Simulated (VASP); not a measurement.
Crystal: Al.

```xyz
1
Lattice="-1.6224 1.6224 1.6224 1.6224 -1.6224 1.6224 1.6224 1.6224 -1.6224" Properties=species:S:1:pos:R:3 pbc="T T T"
Al    0.0000    0.0000    0.0000
```

Base run:

```yaml
Program: VASP 6.6.1
Functional: r2SCAN
Potentials_or_basis: VASP PAW PBE potentials, release 64 (Al)
Cutoff: 520 eV
k_mesh: 12 × 12 × 12
Occupations: fermi-dirac, width 0.05 eV
Spin: no spin polarisation
```

Its results: pressure -4.1 GPa.

Task: The run is repeated on the same cell with these changes: functional from r2SCAN to PBEsol. What comes out?

Result: Pressure -2.0 GPa.

Caveats: the PAW data sets were made with another functional, which shifts forces and pressure a little.
